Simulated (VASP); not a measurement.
Wanted: the native input for a VASP 6.6.1 run.

```
Task                   : single point
Functional             : PBEsol
Potentials or basis    : VASP PAW PBE potentials, release 64 (Ta_pv, N)
Cutoff                 : 520 eV
k mesh                 : 11 × 11 × 10
Occupations            : fermi-dirac, width 0.15 eV
Spin                   : no spin polarisation
Dipole correction      : no
Further INCAR settings : ALGO = Normal; EDIFF = 1e-06; NBANDS = 15
```

The structure of TaN lies in POSCAR:

```
TaN
1.0
    2.9133097571      0.0000000000      0.0000000000
   -1.4566548785      2.5230006193      0.0000000000
    0.0000000000      0.0000000000      2.8587719638
Ta N
1 1
Direct
    0.3333333333      0.6666666667      0.5000000000
    0.0000000000      0.0000000000      0.0000000000
```

The input as run:

INCAR

```
SYSTEM = TaN
PREC = Accurate
ENCUT = 520
EDIFF = 1E-6
ISMEAR = -1
SIGMA = 0.15
LREAL = .FALSE.
LASPH = .TRUE.
NELM = 100
ALGO = Normal
ISIF = 2
LWAVE = .FALSE.
LCHARG = .FALSE.
GGA = PS
NBANDS = 15
```

KPOINTS

```
regular mesh
0
G
  11 11 10
  0 0 0
```

Potentials or basis: VASP PAW PBE potentials, release 64 (Ta_pv, N).

Launch:

```console
$ cat potpaw_PBE.64/Ta_pv/POTCAR potpaw_PBE.64/N/POTCAR > POTCAR
$ mpirun -np 1 vasp_std > vasp.out
```

Results of the run:

```
Pressure               : 5.2 GPa
Band gap on the k mesh : zero (band 8 reaches 8.76 eV, above the bottom of band 9 at 8.25 eV)
```

Caveat: the PAW data sets were made with another functional, which shifts forces and pressure a little; spin-orbit coupling is left out, which moves the levels of the heavy elements.

Wall time 11 s on 1 thread of Intel(R) Xeon(R) 6975P-C (Granite Rapids), with other jobs on the host, peak memory 0.16 GiB.
